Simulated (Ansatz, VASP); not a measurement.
**Si4P: VASP beside Ansatz**

```
Si P
1.0
     4.57921    0.00000    0.00000
     0.00000    4.57921    0.00000
     0.00000    0.00000    4.57921
Si P
4 1
Direct
  0.50000 0.00000 0.00000
  0.00000 0.50000 0.00000
  0.00000 0.00000 0.50000
  0.00000 0.00000 0.00000
  0.50000 0.50000 0.50000
```

Alike in both runs: functional PBE; k mesh 8 × 8 × 8; occupations gaussian, width 0.1 eV; no spin polarisation.

Ansatz relaxed the structure, and its values are those at the end. VASP's run is a single point on that final structure, the one shown.

|  | VASP | Ansatz |
| --- | --- | --- |
| version | VASP 6.6.1 | Ansatz 0.2.0 |
| potentials or method | VASP PAW PBE potentials, release 64 (Si, P), cutoff 520 eV | scalar-relativistic, plane waves, PAW |
| valence electrons in the cell | 21 | 21 |

```csv
,VASP,Ansatz,Ansatz less VASP
gap on the k mesh at the Fermi level (eV),none,none,-
pressure (GPa),-0.1,0.0,+0.07
```

A gap of «none» marks a metal or a gap that the smearing closes. With one functional, cell and mesh, what is left measures potentials, basis and numerics.
